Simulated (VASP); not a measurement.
# TiSi16 (a cell with a defect) in VASP: a series of runs

The runs below take TiSi16 (a cell with a defect) through single point, with PBE.

All numbers are computed with VASP 6.6.1; they aren't measurements. Logs are shortened: lines on timing, memory, paths and dates and some standing lists are left out, and cuts for length are marked.

## Step 1: The cell of the first run

The cell holds a defect, 17 atoms: a = 7.679 Å, b = 7.679 Å, c = 7.679 Å, α = 60.00°, β = 60.00°, γ = 60.00°.

## Step 2: Single point, PBE

INCAR

```
SYSTEM = TiSi16
PREC     = Accurate       ! precision mode
ENCUT    = 520            ! plane-wave cutoff, eV
EDIFF    = 1E-6           ! SCF threshold, eV
ISMEAR   = 0              ! smearing method
SIGMA    = 0.05           ! smearing width, eV
LREAL    = Auto         
LASPH    = .TRUE.         ! aspherical terms in the spheres
NELM     = 80             ! most SCF steps
ALGO     = Normal         ! electronic algorithm
ISIF     = 2              ! what is computed and relaxed
LWAVE    = .FALSE.        ! write WAVECAR
LCHARG   = .FALSE.        ! write CHGCAR
GGA      = PE             ! functional
NBANDS   = 52             ! bands
```

KPOINTS

```
Automatic mesh
0
G
  2 2 2
  0 0 0
```

POSCAR

```
TiSi16
1.0
    0.0000000000      5.4300000000      5.4300000000
    5.4300000000      0.0000000000      5.4300000000
    5.4300000000      5.4300000000      0.0000000000
Si Ti
16 1
Direct
   -0.0000027259      0.0001699600     -0.0003972689
    0.1235013328      0.1236276861      0.1232020210
    0.0033681163      0.0033834726      0.4963410300
    0.1235705188      0.1236769062      0.6290383160
    0.0032494200      0.4967949380      0.0031088583
    0.1235057903      0.6296092531      0.1232110326
    0.0033821610      0.4968665871      0.4963521709
    0.1373517481      0.6209669522      0.6206952780
    0.4966550556      0.0033215568      0.0031656011
    0.6294370123      0.1236407136      0.1232397784
    0.4967522701      0.0034286581      0.4963888671
    0.6209174897      0.1373605068      0.6207372570
    0.4966603748      0.4968112615      0.0031854210
    0.6208705798      0.6209622832      0.1371755789
    0.5000476997      0.5000356642      0.4998919918
    0.6209213514      0.6209695634      0.6207512288
    0.7500292051      0.7500882371      0.7497779380
```

Potentials or basis: VASP PAW PBE potentials, release 64 (Si, Ti_sv).

On the command line:

```
$ cat potpaw_PBE.64/Si/POTCAR potpaw_PBE.64/Ti_sv/POTCAR > POTCAR
$ mpirun -np 1 vasp_std > vasp.out
```

OUTCAR:

```text
SYSTEM = TiSi16
   PREC = Accurate
   ENCUT = 520
   EDIFF = 1E-6
   ISMEAR = 0
   LREAL = Auto
   LASPH = .TRUE.
   NELM = 80
   ISIF = 2
   GGA = PE

 ion  position               nearest neighbor table
   1  1.000  0.000  1.000-  10 2.32   6 2.32   2 2.32   4 2.32
   2  0.124  0.124  0.123-   1 2.32   3 2.34   9 2.34   5 2.34
   3  0.003  0.003  0.496-   2 2.34   4 2.34   8 2.40  12 2.40  17 2.75
   4  0.124  0.124  0.629-   1 2.32  11 2.34   7 2.34   3 2.34
   5  0.003  0.497  0.003-   2 2.34   6 2.34  14 2.40   8 2.40  17 2.75
   6  0.124  0.630  0.123-   1 2.32   7 2.34  13 2.34   5 2.34
   7  0.003  0.497  0.496-   6 2.34   4 2.34   8 2.40  16 2.40  17 2.75
   8  0.137  0.621  0.621-  15 2.27   7 2.40   5 2.40   3 2.40  17 2.43
   9  0.497  0.003  0.003-   2 2.34  10 2.34  14 2.40  12 2.40  17 2.75
  10  0.629  0.124  0.123-   1 2.32  11 2.34  13 2.34   9 2.34
  11  0.497  0.003  0.496-  10 2.34   4 2.34  12 2.40  16 2.40  17 2.75
  12  0.621  0.137  0.621-  15 2.27   9 2.40  11 2.40   3 2.40  17 2.43
  13  0.497  0.497  0.003-   6 2.34  10 2.34  14 2.40  16 2.40  17 2.75
  14  0.621  0.621  0.137-  15 2.27  13 2.40   9 2.40   5 2.40  17 2.43
  15  0.500  0.500  0.500-  16 2.27  12 2.27   8 2.27  14 2.27
  16  0.621  0.621  0.621-  15 2.27  13 2.40  11 2.40   7 2.40  17 2.43
  17  0.750  0.750  0.750-  16 2.43  12 2.43   8 2.43  14 2.43   5 2.75   9 2.75   3 2.75  13 2.75
                             7 2.75  11 2.75

  LATTYP: Found a face centered cubic cell.
 ALAT       =    10.8600000000

  Lattice vectors:

 A1 = (   0.0000000000,   5.4300000000,   5.4300000000)
 A2 = (   5.4300000000,   0.0000000000,   5.4300000000)
 A3 = (   5.4300000000,   5.4300000000,   0.0000000000)

Analysis of symmetry for initial positions (statically):
=====================================================================
 Subroutine PRICEL returns:
 Original cell was already a primitive cell.

 Routine SETGRP: Setting up the symmetry group for a
 face centered cubic supercell.

 Subroutine GETGRP returns: Found  1 space group operations
 (whereof  1 operations were pure point group operations)
 out of a pool of 48 trial point group operations.

The static configuration has the point symmetry C_1 .

Analysis of symmetry for dynamics (positions and initial velocities):
=====================================================================
 Subroutine PRICEL returns:
 Original cell was already a primitive cell.

 Routine SETGRP: Setting up the symmetry group for a
 face centered cubic supercell.

 Subroutine GETGRP returns: Found  1 space group operations
 (whereof  1 operations were pure point group operations)
 out of a pool of 48 trial point group operations.

The dynamic configuration has the point symmetry C_1 .

 Subroutine INISYM returns: Found  1 space group operations
 (whereof  1 operations are pure point group operations),
 and found     1 'primitive' translations

----------------------------------------------------------------------------------------

                                     Primitive cell

  volume of cell :     320.2060

  direct lattice vectors                    reciprocal lattice vectors
     0.000000000  5.430000000  5.430000000    -0.092081031  0.092081031  0.092081031
     5.430000000  0.000000000  5.430000000     0.092081031 -0.092081031  0.092081031
     5.430000000  5.430000000  0.000000000     0.092081031  0.092081031 -0.092081031

  length of vectors
     7.679179644  7.679179644  7.679179644     0.159489025  0.159489025  0.159489025

  position of ions in fractional coordinates (direct lattice)
     0.999997274  0.000169960  0.999602731
     0.123501333  0.123627686  0.123202021
     0.003368116  0.003383473  0.496341030
     0.123570519  0.123676906  0.629038316
     0.003249420  0.496794938  0.003108858
     0.123505790  0.629609253  0.123211033
[... 9 lines left out ...]
     0.620921351  0.620969563  0.620751229
     0.750029205  0.750088237  0.749777938

  ion indices of the primitive-cell ions
   primitive index   ion index
                 1           1
                 2           2
                 3           3
                 4           4
                 5           5
                 6           6
[... 9 lines left out ...]
                16          16
                17          17

----------------------------------------------------------------------------------------

 KPOINTS: Automatic mesh

Automatic generation of k-mesh.
 Grid dimensions read from file:
 generate k-points for:    2    2    2

 Generating k-lattice:

  Cartesian coordinates                     Fractional coordinates (reciprocal lattice)
    -0.046040516  0.046040516  0.046040516     0.500000000  0.000000000  0.000000000
     0.046040516 -0.046040516  0.046040516     0.000000000  0.500000000  0.000000000
     0.046040516  0.046040516 -0.046040516     0.000000000  0.000000000  0.500000000

  Length of vectors
     0.079744512  0.079744512  0.079744512

  Shift w.r.t. Gamma in fractional coordinates (k-lattice)
     0.000000000  0.000000000  0.000000000

 Subroutine IBZKPT returns following result:
 ===========================================

 Found      8 irreducible k-points:

 Following reciprocal coordinates:
            Coordinates               Weight
  0.000000  0.000000  0.000000      1.000000
  0.500000  0.000000  0.000000      1.000000
  0.000000  0.500000  0.000000      1.000000
  0.000000  0.000000  0.500000      1.000000
  0.500000  0.500000  0.500000      1.000000
  0.500000  0.500000  0.000000      1.000000
  0.000000  0.500000  0.500000      1.000000
  0.500000  0.000000  0.500000      1.000000
   k-points           NKPTS =      8   k-points in BZ     NKDIM =      8   number of bands    NBANDS=     52
   number of dos      NEDOS =    301   number of ions     NIONS =     17
   total plane-waves  NPLWV = 216000
   dimension x,y,z NGX =    60 NGY =   60 NGZ =   60
   dimension x,y,z NGXF=   120 NGYF=  120 NGZF=  120
   ions per type =              16   1
   NGX,Y,Z   is equivalent  to a cutoff of  12.99, 12.99, 12.99 a.u.
   NGXF,Y,Z  is equivalent  to a cutoff of  25.98, 25.98, 25.98 a.u.
 SYSTEM =  TiSi16
   PREC   = accura    normal or accurate (medium, high low for compatibility)
   ISTART =      0    job   : 0-new  1-cont  2-samecut
   ICHARG =      2    charge: 1-file 2-atom 10-const
   ISPIN  =      1    spin polarized calculation?
   LNONCOLLINEAR =      F non collinear calculations
   LSORBIT =      F    spin-orbit coupling
   LASPH  =      T    aspherical Exc in radial PAW
   ENCUT  =  520.0 eV  38.22 Ry    6.18 a.u.  14.28 14.28 14.28*2*pi/ulx,y,z
   NELM   =     80;   NELMIN=  2; NELMDL= -5     # of ELM steps
   EDIFF  = 0.1E-05   stopping-criterion for ELM
   LREAL  =      T    real-space projection
   EDIFFG = 0.1E-04   stopping-criterion for IOM
   NSW    =      0    number of steps for IOM
   IBRION =     -1    ionic relax: 0-MD 1-quasi-New 2-CG
   NFREE  =      0    steps in history (QN), initial steepest desc. (CG)
   ISIF   =      2    stress and relaxation
   ISYM   =      2    0-nonsym 1-usesym 2-fastsym
   POTIM  = 0.5000    time-step for ionic-motion
   TEBEG  =    0.0;   TEEND  =   0.0 temperature during run
   PSTRESS=    0.0 pullay stress
   NELECT =      76.0000    total number of electrons
   NUPDOWN=      -1.0000    fix difference up-down
   EMIN   =  10.00;   EMAX   =-10.00  energy-range for DOS
   EFERMI =   0.00;   METHOD = LEGACY
   ISMEAR =     0;   SIGMA  =   0.05  broadening in eV -4-tet -1-fermi 0-gaus
   EFERMI_NEDOS =   21; number of points for ismear=-14 and -15
   IALGO  =     38    algorithm
   IMIX   =      4    mixing-type and parameters
     AMIX     =   0.40;   BMIX     =  1.00
     AMIX_MAG =   1.60;   BMIX_MAG =  1.00
  volume/ion in A,a.u.               =      18.84       127.11
  Fermi-wavevector in a.u.,A,eV,Ry     =   1.013607  1.915439 13.978610  1.027399
  Thomas-Fermi vector in A             =   2.146786
   LORBIT       =      0    0 simple, 1 ext, 2 COOP (PROOUT), +10 PAW based schemes
   GGA     = PE    functional components
   LHFCALC =     F    Hartree Fock is set to
   AEXX    =    0.0000 exact exchange contribution
   IVDW    =     0    specifies the selected vdW correction
   LEPSILON=     F    determine dielectric tensor
   LRPA    =     F    only Hartree local field effects (RPA)
 non-spin polarized calculation
 Gauss-broadening in eV      SIGMA  =   0.05
  energy-cutoff  :      520.00
  volume of cell :      320.21
 maximum number of plane-waves:      8646
 NGX is ok and might be reduce to    60
   NGX = 29   NGY = 29   NGZ = 29

 number of electron      75.9999998 magnetization

 Free energy of the ion-electron system (eV)
  ---------------------------------------------------
  ext. energy  EPLUGINS =         0.00000000
  ---------------------------------------------------
  free energy    TOTEN  =       -92.21309165 eV

  energy without entropy =      -92.18826956  energy(sigma->0) =      -92.20068061

 E-fermi :   6.9303     XC(G=0):  -9.7515

 val. band max:        6.8931943230   @ k =   0.5000   0.0000   0.5000
 cond. band min:       6.9616225331   @ k =   0.5000   0.5000   0.5000
 fundamental gap:      0.0684282101
 Fermi energy:         6.9303199436

 k-point     1 :       0.0000    0.0000    0.0000
  band No.  band energies     occupation
      1     -49.8787      2.00000
      2     -26.2515      2.00000
      3     -26.2513      2.00000
      4     -26.2510      2.00000
      5      -5.7208      2.00000
      6      -3.5137      2.00000
[... 42 lines left out ...]
     49       8.1717      0.00000
     50       8.4829      0.00000

 k-point     2 :       0.5000    0.0000    0.0000
  band No.  band energies     occupation
      1     -49.8787      2.00000
      2     -26.2515      2.00000
      3     -26.2513      2.00000
      4     -26.2510      2.00000
      5      -5.0129      2.00000
      6      -4.8018      2.00000
[... 310 lines left out ...]
 k-point     8 :       0.5000    0.0000    0.5000
  band No.  band energies     occupation
      1     -49.8787      2.00000
      2     -26.2515      2.00000
      3     -26.2513      2.00000
      4     -26.2510      2.00000
      5      -4.6917      2.00000
      6      -4.6027      2.00000
[... 42 lines left out ...]
     49       9.8748      0.00000
     50      10.5387      0.00000
 [bands above 50 left out]

------------------------ aborting loop because EDIFF is reached ----------------------------------------

  FORCE on cell =-STRESS in cart. coord.  units (eV):
  Direction    XX          YY          ZZ          XY          YZ          ZX
  --------------------------------------------------------------------------------------
  -------------------------------------------------------------------------------------
  Total        8.0311605      8.0329362      8.0305770      0.0021989     -0.0037124     -0.0073549
  in kB       40.1845774     40.1934620     40.1816577      0.0110025     -0.0185753     -0.0368007
  external PRESSURE =      40.1865657 kB  Pullay stress =       0.0000000 kB

 VOLUME and BASIS-vectors are now :
 -----------------------------------------------------------------------------
  energy-cutoff  :      520.00
  volume of cell :      320.21
      direct lattice vectors                 reciprocal lattice vectors
     0.000000000  5.430000000  5.430000000    -0.092081031  0.092081031  0.092081031
     5.430000000  0.000000000  5.430000000     0.092081031 -0.092081031  0.092081031
     5.430000000  5.430000000  0.000000000     0.092081031  0.092081031 -0.092081031

 POSITION                                       TOTAL-FORCE (eV/Angst)
 -----------------------------------------------------------------------------------
      5.42877     10.85783      5.43091         0.000143      0.000507     -0.000209
      1.34029      1.33960      1.34191        -0.001430     -0.001700     -0.001113
      2.71350      2.71342      0.03666         0.000606     -0.000143     -0.000835
      4.08724      4.08667      1.34255         0.000088      0.000421     -0.000108
      2.71448      0.03453      2.71524        -0.001013      0.002188      0.001188
      4.08781      1.33967      4.08941         0.001098     -0.001767      0.001591
[... 9 lines left out ...]
      6.74254      6.74228      6.74347        -0.003443     -0.004599     -0.000772
      8.14427      8.14395      8.14564         0.005123      0.007551     -0.004411
 -----------------------------------------------------------------------------------
    total drift:                                0.007033      0.011005     -0.005835

  FREE ENERGIE OF THE ION-ELECTRON SYSTEM (eV)
  ---------------------------------------------------
  free  energy   TOTEN  =       -92.2130916512 eV

  energy  without entropy=      -92.1882695618  energy(sigma->0) =      -92.20068061
```

It took 5.1 min on 1 thread of AMD EPYC 7R43 (Zen 3), shared host; peak memory 0.46 GiB.

Results:

| Property | Result |
| --- | --- |
| Free energy | -92.2131 eV |
| Pressure | 4.0 GPa |
| Largest force | 0.010 eV/Å |
| Band gap on the k mesh | zero (band 38 reaches 6.96 eV, above the bottom of band 39 at 6.53 eV) |

Forces on the atoms (eV/Å):
```
Si   0.000  0.001  0.000
Si  -0.001 -0.002 -0.001
Si   0.001  0.000 -0.001
Si   0.000  0.000  0.000
Si  -0.001  0.002  0.001
Si   0.001 -0.002  0.002
Si   0.001  0.000 -0.001
Si  -0.004  0.001  0.004
Si   0.001 -0.001  0.002
Si  -0.001  0.001  0.001
Si   0.000  0.001  0.000
Si   0.001 -0.005  0.003
Si  -0.002 -0.001 -0.001
Si   0.004  0.003 -0.004
Si   0.000  0.000  0.000
Si  -0.003 -0.005 -0.001
Ti   0.005  0.008 -0.004
```

Levels at points of the mesh, in eV from the Fermi level:
```
           k point  band 35  band 36  band 37  band 38  band 39  band 40
(0.00, 0.00, 0.00)    -0.99    -0.99    -0.40    -0.40    -0.40    -0.10
(0.50, 0.00, 0.00)    -1.37    -1.37    -0.28     0.03     0.03     0.44
(0.00, 0.50, 0.00)    -1.37    -1.37    -0.28     0.03     0.03     0.44
(0.00, 0.00, 0.50)    -1.37    -1.37    -0.28     0.03     0.03     0.44
(0.50, 0.50, 0.50)    -1.37    -1.37    -0.28     0.03     0.03     0.44
(0.50, 0.50, 0.00)    -2.01    -1.88    -0.71    -0.04     0.57     0.57
(0.00, 0.50, 0.50)    -2.01    -1.88    -0.71    -0.04     0.57     0.57
(0.50, 0.00, 0.50)    -2.01    -1.88    -0.71    -0.04     0.57     0.57
```

Caveat: the k points lie up to 0.50 Å⁻¹ apart.

## Step 3: Single point, PBE

INCAR

```
ALGO = Normal ; EDIFF = 1E-7
ENCUT = 520 ; GGA = PE
ISIF = 2 ; ISMEAR = 0
LASPH = True ; LCHARG = False
LREAL = Auto ; LWAVE = False
NBANDS = 52 ; NELM = 80
PREC = Accurate ; SIGMA = 0.05
```

KPOINTS

```
k-points
0
Gamma
  2 2 2
```

POSCAR

```
TiSi16
1.0
    0.0000000000      5.4300000000      5.4300000000
    5.4300000000      0.0000000000      5.4300000000
    5.4300000000      5.4300000000      0.0000000000
Si Ti
16 1
Direct
   -0.0124283347      0.0043307283      0.0042135301
    0.1214681421      0.1285740266      0.1284777385
    0.0012252868     -0.0040581557      0.5015806542
    0.1215299334      0.1285633366      0.6217913368
    0.0012350205      0.5016845590     -0.0041804410
    0.1215093637      0.6219163866      0.1284632689
    0.0013175106      0.5017104342      0.5016157083
    0.1246866606      0.6253553974      0.6252255030
    0.5038606700      0.0043408865      0.0042221844
    0.6248989264      0.1251800642      0.1250269939
    0.5038764001      0.0044337436      0.4877814039
    0.6280841775      0.1285643462      0.6218005033
    0.5038623933      0.4879385437      0.0043030513
    0.6280806016      0.6219246910      0.1284651415
    0.4953135698      0.5017153241      0.5016216999
    0.6281139577      0.6219426865      0.6217970795
    0.3748202004      0.8752428813      0.8751014634
```

Potentials or basis: VASP PAW PBE potentials, release 64 (Si, Ti_sv).

On the command line:

```
$ cat potpaw_PBE.64/Si/POTCAR potpaw_PBE.64/Ti_sv/POTCAR > POTCAR
$ mpirun -np 1 vasp_std > vasp.out
```

Wall time 5.6 min (1 thread of AMD EPYC 7R43 (Zen 3), shared host); peak memory 0.45 GiB.

The run converged. Its results:

- Free energy: -92.2137 eV
- Pressure: 4.0 GPa
- Largest force: 0.010 eV/Å
- Band gap on the k mesh: zero (band 38 reaches 6.96 eV, above the bottom of band 39 at 6.53 eV)

Forces on the atoms (eV/Å):
```
Si   0.004 -0.004 -0.005
Si  -0.004 -0.001  0.001
Si  -0.002  0.005 -0.005
Si   0.001  0.000  0.001
Si  -0.001 -0.004  0.004
Si   0.000  0.001  0.000
Si   0.006  0.002  0.002
Si  -0.006  0.001 -0.001
Si   0.004  0.006  0.005
Si   0.003  0.000  0.000
Si  -0.008 -0.004  0.005
Si   0.001 -0.001  0.000
Si  -0.008  0.004 -0.004
Si   0.000  0.000 -0.001
Si   0.006 -0.002 -0.002
Si   0.002  0.000  0.000
Ti   0.003 -0.002  0.001
```

Levels at points of the mesh, in eV from the Fermi level:
```
           k point  band 33  band 34  band 35  band 36  band 37  band 38  band 39  band 40  band 41  band 42
(0.00, 0.00, 0.00)    -1.72    -0.99    -0.99    -0.99    -0.40    -0.40    -0.40    -0.10    -0.10     0.24
(0.50, 0.00, 0.00)    -1.97    -1.97    -1.37    -1.37    -0.28     0.03     0.03     0.44     0.44     0.81
(0.00, 0.50, 0.00)    -1.97    -1.97    -1.37    -1.37    -0.28     0.03     0.03     0.44     0.44     0.80
(0.00, 0.00, 0.50)    -1.97    -1.97    -1.37    -1.37    -0.28     0.03     0.03     0.44     0.44     0.80
(0.50, 0.50, 0.50)    -1.97    -1.97    -1.37    -1.37    -0.28     0.03     0.03     0.44     0.44     0.81
(0.50, 0.50, 0.00)    -2.46    -2.01    -2.00    -1.88    -0.71    -0.04     0.57     0.57     1.10     1.33
(0.00, 0.50, 0.50)    -2.46    -2.01    -2.00    -1.88    -0.71    -0.04     0.57     0.57     1.10     1.33
(0.50, 0.00, 0.50)    -2.46    -2.01    -2.00    -1.88    -0.71    -0.04     0.57     0.57     1.10     1.33
```

Caveat: the k points lie up to 0.50 Å⁻¹ apart.

(Continued in part 2 of 2.)
